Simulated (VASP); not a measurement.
# GaRe2Sb3 (P-6m2) in VASP: notebook

GaRe2Sb3 is run at these levels: PBE; tasks: single point.

Everything below comes from runs of VASP 6.6.1. Logs are shortened: lines on timing, memory, paths and dates and some standing lists are left out, and cuts for length are marked.

### 1 The cell of the first run

The structure is hexagonal, space group P-6m2 (No. 187). The conventional cell has a = 6.231 Å, b = 6.231 Å, c = 5.017 Å, α = 90.00°, β = 90.00°, γ = 120.00°. Within 4.1 Å of Ga (site symmetry -6m2) lie 6 Sb at 3.12 Å and 3 Re at 3.60 Å. Within 2.6 Å of Re (site symmetry -6m2) lie 3 Sb at 1.94 Å and 2 Re at 2.51 Å. Re (site symmetry -6m2) has 2 Re at 2.51 Å and 6 Sb at 3.17 Å within 3.3 Å. Sb (site symmetry mm2) has 1 Re at 1.94 Å within 2.6 Å.

The cell was built from a structure type or drawn by symmetry, and may not be a known phase.

### 2 Single point, PBE

The input, INCAR:

```
PREC = Accurate
ENCUT = 520
EDIFF = 1E-7
ISMEAR = 0
SIGMA = 0.1
LREAL = F
LASPH = T
NELM = 60
ALGO = Normal
ISIF = 2
LWAVE = F
LCHARG = F
GGA = PE
NBANDS = 30
```

The input, KPOINTS:

```
Automatic mesh
0
Gamma
  3 3 4
```

The input, POSCAR:

```
GaRe2Sb3
1.0
    6.2312266000      0.0000000000      0.0000000000
   -3.1156133000      5.3964005400      0.0000000000
    0.0000000000      0.0000000000      5.0168448300
Ga Re Sb
1 2 3
Direct
    0.0000000000      0.0000000000      0.5000000000
    0.3333333300      0.6666666700      0.5000000000
    0.3333333300      0.6666666700      0.0000000000
    0.5126621200      0.4873378800      0.5000000000
    0.5126621200      0.0253242400      0.5000000000
    0.9746757600      0.4873378800      0.5000000000
```

Potentials or basis: VASP PAW PBE potentials, release 64 (Ga_d, Re, Sb).

Run with:

```bash
cat potpaw_PBE.64/Ga_d/POTCAR potpaw_PBE.64/Re/POTCAR potpaw_PBE.64/Sb/POTCAR > POTCAR
mpirun -np 1 vasp_std > vasp.out
```

OUTCAR:

```text
PREC = Accurate
   ENCUT = 520
   EDIFF = 1E-7
   ISMEAR = 0
   LREAL = F
   LASPH = T
   NELM = 60
   ISIF = 2
   GGA = PE

 ion  position               nearest neighbor table
   1  0.000  0.000  0.500-   5 3.12   5 3.12   4 3.12   6 3.12   4 3.12   6 3.12
   2  0.333  0.667  0.500-   6 1.94   5 1.94   4 1.94   3 2.51   3 2.51
   3  0.333  0.667  0.000-   2 2.51   2 2.51   6 3.17   6 3.17   5 3.17   5 3.17   4 3.17   4 3.17

   4  0.513  0.487  0.500-   2 1.94   6 2.88   5 2.88   1 3.12   1 3.12   3 3.17   3 3.17   6 3.35
                             5 3.35
   5  0.513  0.025  0.500-   2 1.94   4 2.88   6 2.88   1 3.12   1 3.12   3 3.17   3 3.17   4 3.35
                             6 3.35
   6  0.975  0.487  0.500-   2 1.94   4 2.88   5 2.88   1 3.12   1 3.12   3 3.17   3 3.17   4 3.35
                             5 3.35

  LATTYP: Found a hexagonal cell.
 ALAT       =     6.2312266000
 C/A-ratio  =     0.8051135277

  Lattice vectors:

 A1 = (   6.2312266000,   0.0000000000,   0.0000000000)
 A2 = (  -3.1156133000,   5.3964005400,   0.0000000000)
 A3 = (   0.0000000000,   0.0000000000,   5.0168448300)

Analysis of symmetry for initial positions (statically):
=====================================================================
 Subroutine PRICEL returns:
 Original cell was already a primitive cell.

 Routine SETGRP: Setting up the symmetry group for a
 hexagonal supercell.

 Subroutine GETGRP returns: Found 12 space group operations
 (whereof 12 operations were pure point group operations)
 out of a pool of 24 trial point group operations.

The static configuration has the point symmetry D_3h.

Analysis of symmetry for dynamics (positions and initial velocities):
=====================================================================
 Subroutine PRICEL returns:
 Original cell was already a primitive cell.

 Routine SETGRP: Setting up the symmetry group for a
 hexagonal supercell.

 Subroutine GETGRP returns: Found 12 space group operations
 (whereof 12 operations were pure point group operations)
 out of a pool of 24 trial point group operations.

The dynamic configuration has the point symmetry D_3h.

 Subroutine INISYM returns: Found 12 space group operations
 (whereof 12 operations are pure point group operations),
 and found     1 'primitive' translations

----------------------------------------------------------------------------------------

                                     Primitive cell

  volume of cell :     168.6974

  direct lattice vectors                    reciprocal lattice vectors
     6.231226600  0.000000000  0.000000000     0.160482047  0.092654353  0.000000000
    -3.115613300  5.396400540  0.000000000     0.000000000  0.185308706  0.000000000
     0.000000000  0.000000000  5.016844830     0.000000000  0.000000000  0.199328469

  length of vectors
     6.231226600  6.231226607  5.016844830     0.185308706  0.185308706  0.199328469

  position of ions in fractional coordinates (direct lattice)
     0.000000000  0.000000000  0.500000000
     0.333333330  0.666666670  0.500000000
     0.333333330  0.666666670  0.000000000
     0.512662120  0.487337880  0.500000000
     0.512662120  0.025324240  0.500000000
     0.974675760  0.487337880  0.500000000

  ion indices of the primitive-cell ions
   primitive index   ion index
                 1           1
                 2           2
                 3           3
                 4           4
                 5           5
                 6           6

----------------------------------------------------------------------------------------

 KPOINTS: Automatic mesh

Automatic generation of k-mesh.
 Grid dimensions read from file:
 generate k-points for:    3    3    4

 Generating k-lattice:

  Cartesian coordinates                     Fractional coordinates (reciprocal lattice)
     0.053494016  0.030884784  0.000000000     0.333333333  0.000000000  0.000000000
     0.000000000  0.061769569  0.000000000     0.000000000  0.333333333  0.000000000
     0.000000000  0.000000000  0.049832117     0.000000000  0.000000000  0.250000000

  Length of vectors
     0.061769569  0.061769569  0.049832117

  Shift w.r.t. Gamma in fractional coordinates (k-lattice)
     0.000000000  0.000000000  0.000000000

 Subroutine IBZKPT returns following result:
 ===========================================

 Found      9 irreducible k-points:

 Following reciprocal coordinates:
            Coordinates               Weight
  0.000000  0.000000  0.000000      1.000000
  0.333333 -0.000000  0.000000      6.000000
  0.333333  0.333333  0.000000      2.000000
  0.000000  0.000000  0.250000      2.000000
  0.333333 -0.000000  0.250000     12.000000
  0.333333  0.333333  0.250000      4.000000
  0.000000  0.000000  0.500000      1.000000
  0.333333 -0.000000  0.500000      6.000000
  0.333333  0.333333  0.500000      2.000000
   k-points           NKPTS =      9   k-points in BZ     NKDIM =      9   number of bands    NBANDS=     30
   number of dos      NEDOS =    301   number of ions     NIONS =      6
   total plane-waves  NPLWV =  92160
   dimension x,y,z NGX =    48 NGY =   48 NGZ =   40
   dimension x,y,z NGXF=    96 NGYF=   96 NGZF=   80
   ions per type =               1   2   3
   NGX,Y,Z   is equivalent  to a cutoff of  12.81, 12.81, 13.26 a.u.
   NGXF,Y,Z  is equivalent  to a cutoff of  25.61, 25.61, 26.51 a.u.
 SYSTEM =  unknown system
   PREC   = accura    normal or accurate (medium, high low for compatibility)
   ISTART =      0    job   : 0-new  1-cont  2-samecut
   ICHARG =      2    charge: 1-file 2-atom 10-const
   ISPIN  =      1    spin polarized calculation?
   LNONCOLLINEAR =      F non collinear calculations
   LSORBIT =      F    spin-orbit coupling
   LASPH  =      T    aspherical Exc in radial PAW
   ENCUT  =  520.0 eV  38.22 Ry    6.18 a.u.  11.59 11.59  9.33*2*pi/ulx,y,z
   NELM   =     60;   NELMIN=  2; NELMDL= -5     # of ELM steps
   EDIFF  = 0.1E-06   stopping-criterion for ELM
   LREAL  =      F    real-space projection
   EDIFFG = 0.1E-05   stopping-criterion for IOM
   NSW    =      0    number of steps for IOM
   IBRION =     -1    ionic relax: 0-MD 1-quasi-New 2-CG
   NFREE  =      0    steps in history (QN), initial steepest desc. (CG)
   ISIF   =      2    stress and relaxation
   ISYM   =      2    0-nonsym 1-usesym 2-fastsym
   POTIM  = 0.5000    time-step for ionic-motion
   TEBEG  =    0.0;   TEEND  =   0.0 temperature during run
   PSTRESS=    0.0 pullay stress
   NELECT =      42.0000    total number of electrons
   NUPDOWN=      -1.0000    fix difference up-down
   EMIN   =  10.00;   EMAX   =-10.00  energy-range for DOS
   EFERMI =   0.00;   METHOD = LEGACY
   ISMEAR =     0;   SIGMA  =   0.10  broadening in eV -4-tet -1-fermi 0-gaus
   EFERMI_NEDOS =   21; number of points for ismear=-14 and -15
   IALGO  =     38    algorithm
   IMIX   =      4    mixing-type and parameters
     AMIX     =   0.40;   BMIX     =  1.00
     AMIX_MAG =   1.60;   BMIX_MAG =  1.00
  volume/ion in A,a.u.               =      28.12       189.74
  Fermi-wavevector in a.u.,A,eV,Ry     =   1.029884  1.946199 14.431180  1.060662
  Thomas-Fermi vector in A             =   2.163955
   LORBIT       =      0    0 simple, 1 ext, 2 COOP (PROOUT), +10 PAW based schemes
   GGA     = PE    functional components
   LHFCALC =     F    Hartree Fock is set to
   AEXX    =    0.0000 exact exchange contribution
   IVDW    =     0    specifies the selected vdW correction
   LEPSILON=     F    determine dielectric tensor
   LRPA    =     F    only Hartree local field effects (RPA)
 non-spin polarized calculation
 Gauss-broadening in eV      SIGMA  =   0.10
  energy-cutoff  :      520.00
  volume of cell :      168.70
 maximum number of plane-waves:      4573
 NGX is ok and might be reduce to    48
   NGX = 23   NGY = 23   NGZ = 19

 number of electron      42.0000007 magnetization

 Free energy of the ion-electron system (eV)
  ---------------------------------------------------
  ext. energy  EPLUGINS =         0.00000000
  ---------------------------------------------------
  free energy    TOTEN  =       -14.02630325 eV

  energy without entropy =      -13.97511654  energy(sigma->0) =      -14.00070989

 E-fermi :   5.2697     XC(G=0):  -9.2350

 val. band max:        5.2278263773   @ k =   0.3333   0.3333   0.0000
 cond. band min:       5.2702273021   @ k =   0.3333  -0.0000   0.2500
 fundamental gap:      0.0424009248
 Fermi energy:         5.2696829292

 k-point     1 :       0.0000    0.0000    0.0000
  band No.  band energies     occupation
      1     -10.2173      2.00000
      2     -10.1986      2.00000
      3     -10.1986      2.00000
      4     -10.1896      2.00000
      5     -10.1896      2.00000
      6      -7.6058      2.00000
[... 22 lines left out ...]
     29       9.2827      0.00000
     30       9.4223      0.00000

 k-point     2 :       0.3333   -0.0000    0.0000
  band No.  band energies     occupation
      1     -10.2119      2.00000
      2     -10.2007      2.00000
      3     -10.1972      2.00000
      4     -10.1899      2.00000
      5     -10.1897      2.00000
      6      -7.0905      2.00000
[... 22 lines left out ...]
     29       8.0848      0.00000
     30       9.3023      0.00000

 k-point     3 :       0.3333    0.3333    0.0000
  band No.  band energies     occupation
      1     -10.2092      2.00000
      2     -10.2000      2.00000
      3     -10.1989      2.00000
      4     -10.1900      2.00000
      5     -10.1899      2.00000
      6      -6.3309      2.00000
[... 187 lines left out ...]
     29       8.5842      0.00000
     30      10.4038      0.00000

 k-point     9 :       0.3333    0.3333    0.5000
  band No.  band energies     occupation
      1     -10.2079      2.00000
      2     -10.1999      2.00000
      3     -10.1987      2.00000
      4     -10.1904      2.00000
      5     -10.1903      2.00000
      6      -6.2781      2.00000
[... 22 lines left out ...]
     29       8.7493      0.00000
     30       8.8028      0.00000

------------------------ aborting loop because EDIFF is reached ----------------------------------------

  FORCE on cell =-STRESS in cart. coord.  units (eV):
  Direction    XX          YY          ZZ          XY          YZ          ZX
  --------------------------------------------------------------------------------------
  -------------------------------------------------------------------------------------
  Total       84.0549787     84.0549789     -1.1989665      0.0000000      0.0000000      0.0000000
  in kB      798.2990905    798.2990927    -11.3869982      0.0000000      0.0000000      0.0000000
  external PRESSURE =     528.4037283 kB  Pullay stress =       0.0000000 kB

 VOLUME and BASIS-vectors are now :
 -----------------------------------------------------------------------------
  energy-cutoff  :      520.00
  volume of cell :      168.70
      direct lattice vectors                 reciprocal lattice vectors
     6.231226600  0.000000000  0.000000000     0.160482047  0.092654353  0.000000000
    -3.115613300  5.396400540  0.000000000     0.000000000  0.185308706  0.000000000
     0.000000000  0.000000000  5.016844830     0.000000000  0.000000000  0.199328469

 POSITION                                       TOTAL-FORCE (eV/Angst)
 -----------------------------------------------------------------------------------
      0.00000      0.00000      2.50842         0.000000      0.000000      0.000000
     -0.00000      3.59760      2.50842         0.000000      0.000000      0.000000
     -0.00000      3.59760      0.00000         0.000000      0.000000      0.000000
      1.67616      2.62987      2.50842        22.224460    -12.831298      0.000000
      3.11561      0.13666      2.50842         0.000000     25.662596     -0.000000
      4.55507      2.62987      2.50842       -22.224460    -12.831298      0.000000
 -----------------------------------------------------------------------------------
    total drift:                                0.000012     -0.000007      0.000000

  FREE ENERGIE OF THE ION-ELECTRON SYSTEM (eV)
  ---------------------------------------------------
  free  energy   TOTEN  =       -14.0263032458 eV

  energy  without entropy=      -13.9751165415  energy(sigma->0) =      -14.00070989
```

It took 82 s on 1 thread of Intel Xeon Platinum 8259CL at 2.50GHz (Skylake/Cascade Lake), shared host; peak memory 0.31 GiB.

What came out:

```
Free energy            : -14.0263 eV
Pressure               : 52.8 GPa
Largest force          : 25.663 eV/Å
Band gap on the k mesh : zero (bands 21 and 22 overlap by 0.51 eV)
```

Forces in eV/Å, atoms in the order of the input:
```
Ga    0.000   0.000   0.000
Re    0.000   0.000   0.000
Re    0.000   0.000   0.000
Sb   22.224 -12.831   0.000
Sb    0.000  25.663   0.000
Sb  -22.224 -12.831   0.000
```

Caveat: the k points lie up to 0.39 Å⁻¹ apart, too coarse for converged energies and pressures of a metal; atoms lie so close that the PAW spheres overlap strongly, which falsifies energies and pressures; spin-orbit coupling is left out, which moves the levels of the heavy elements; forces of over 1 eV/Å act on the atoms, so gaps and moduli don't describe the material at rest.

### 3 Single point, PBE

This run uses another cell than the first one, of 37.77 Å³/atom.

The input, INCAR:

```
SYSTEM = GaRe2Sb3
  PREC = Accurate
  ENCUT = 520
  EDIFF = 1E-7
  ISMEAR = 0
  SIGMA = 0.1
  LREAL = .False.
  LASPH = .True.
  NELM = 60
  ALGO = Normal
  ISIF = 2
  LWAVE = .False.
  LCHARG = .False.
  GGA = PE
  NBANDS = 30
```

The input, KPOINTS:

```
regular mesh
0
Gamma
  3 3 4
  0 0 0
```

The input, POSCAR:

```
GaRe2Sb3
1.0
    7.3971592473      0.0000000000      0.0000000000
   -3.6985796236      6.4061278240      0.0000000000
    0.0000000000      0.0000000000      4.7829210438
Ga Re Sb
1 2 3
Direct
    0.0000000000      0.0000000000      0.5000000000
    0.3333333333      0.6666666667      0.5000000000
    0.3333333333      0.6666666667      0.0000000000
    0.5319719515      0.4680280485      0.5000000000
    0.5319719515      0.0639439031      0.5000000000
    0.9360560969      0.4680280485      0.5000000000
```

Potentials or basis: VASP PAW PBE potentials, release 64 (Ga_d, Re, Sb).

Run with:

```bash
cat potpaw_PBE.64/Ga_d/POTCAR potpaw_PBE.64/Re/POTCAR potpaw_PBE.64/Sb/POTCAR > POTCAR
mpirun -np 1 vasp_std > vasp.out
```

OUTCAR:

```text
SYSTEM = GaRe2Sb3
   PREC = Accurate
   ENCUT = 520
   EDIFF = 1E-7
   ISMEAR = 0
   LREAL = .False.
   LASPH = .True.
   NELM = 60
   ISIF = 2
   GGA = PE

 ion  position               nearest neighbor table
   1  0.000  0.000  0.500-
   2  0.333  0.667  0.500-   3 2.39   3 2.39   4 2.55   5 2.55   6 2.55
   3  0.333  0.667  0.000-   2 2.39   2 2.39   4 3.49   4 3.49   5 3.49   5 3.49   6 3.49   6 3.49

   4  0.532  0.468  0.500-   2 2.55   5 2.99   6 2.99   3 3.49   3 3.49
   5  0.532  0.064  0.500-   2 2.55   4 2.99   6 2.99   3 3.49   3 3.49
   6  0.936  0.468  0.500-   2 2.55   4 2.99   5 2.99   3 3.49   3 3.49

  LATTYP: Found a hexagonal cell.
 ALAT       =     7.3971592473
 C/A-ratio  =     0.6465888977

  Lattice vectors:

 A1 = (   7.3971592473,   0.0000000000,   0.0000000000)
 A2 = (  -3.6985796236,   6.4061278240,   0.0000000000)
 A3 = (   0.0000000000,   0.0000000000,   4.7829210438)

Analysis of symmetry for initial positions (statically):
=====================================================================
 Subroutine PRICEL returns:
[... 166 lines left out ...]
 val. band max:        2.8700015954   @ k =   0.3333   0.0000   0.2500
 cond. band min:       2.9359521154   @ k =   0.3333   0.0000   0.5000
 fundamental gap:      0.0659505200
 Fermi energy:         2.8721372576

 k-point     1 :       0.0000    0.0000    0.0000
  band No.  band energies     occupation
      1     -12.9821      2.00000
      2     -12.9684      2.00000
      3     -12.9684      2.00000
      4     -12.9407      2.00000
      5     -12.9407      2.00000
      6      -8.1348      2.00000
[... 286 lines left out ...]
     29       5.0616      0.00000
     30       5.0869      0.00000

------------------------ aborting loop because EDIFF is reached ----------------------------------------

  FORCE on cell =-STRESS in cart. coord.  units (eV):
  Direction    XX          YY          ZZ          XY          YZ          ZX
  --------------------------------------------------------------------------------------
  -------------------------------------------------------------------------------------
  Total       -0.2259778     -0.2259778     -0.9354919     -0.0000000      0.0000000      0.0000000
  in kB       -1.5974328     -1.5974328     -6.6129742     -0.0000000      0.0000000      0.0000000
  external PRESSURE =      -3.2692799 kB  Pullay stress =       0.0000000 kB

 VOLUME and BASIS-vectors are now :
 -----------------------------------------------------------------------------
  energy-cutoff  :      520.00
  volume of cell :      226.65
      direct lattice vectors                 reciprocal lattice vectors
     7.397159247  0.000000000  0.000000000     0.135187031  0.078050269  0.000000000
    -3.698579624  6.406127824  0.000000000     0.000000000  0.156100538  0.000000000
     0.000000000  0.000000000  4.782921044     0.000000000  0.000000000  0.209077254

 POSITION                                       TOTAL-FORCE (eV/Angst)
 -----------------------------------------------------------------------------------
      0.00000      0.00000      2.39146         0.000000      0.000000     -0.000000
     -0.00000      4.27075      2.39146         0.000000      0.000000     -0.000000
     -0.00000      4.27075      0.00000         0.000000      0.000000     -0.000000
      2.20404      2.99825      2.39146        -0.022795      0.013161      0.000000
      3.69858      0.40963      2.39146        -0.000000     -0.026322      0.000000
      5.19312      2.99825      2.39146         0.022795      0.013161      0.000000
 -----------------------------------------------------------------------------------
    total drift:                                0.000000     -0.000000     -0.000000

  FREE ENERGIE OF THE ION-ELECTRON SYSTEM (eV)
  ---------------------------------------------------
  free  energy   TOTEN  =       -31.5799715158 eV

  energy  without entropy=      -31.5287290779  energy(sigma->0) =      -31.55435030
```

stdout:

```text
POSCAR found type information on POSCAR GaReSb
 POSCAR found :  3 types and       6 ions
 scaLAPACK will be used
 LDA part: xc-table for (Slater+PW92), standard interpolation
 POSCAR, INCAR and KPOINTS ok, starting setup
 FFT: planning ... GRIDC
 FFT: planning ... GRID_SOFT
 FFT: planning ... GRID
 WAVECAR not read
 entering main loop
```

It took 95 s on 1 thread of Intel Xeon Platinum 8259CL at 2.50GHz (Skylake/Cascade Lake), shared host; peak memory 0.35 GiB.

Results:

| Property | Result |
| --- | --- |
| Free energy | -31.5800 eV |
| Pressure | -0.3 GPa |
| Largest force | 0.026 eV/Å |
| Band gap on the k mesh | zero (bands 21 and 22 overlap by 0.80 eV) |

Forces on the atoms (eV/Å):
```
Ga   0.000  0.000  0.000
Re   0.000  0.000  0.000
Re   0.000  0.000  0.000
Sb  -0.023  0.013  0.000
Sb   0.000 -0.026  0.000
Sb   0.023  0.013  0.000
```

Caveat: spin-orbit coupling is left out, which moves the levels of the heavy elements.
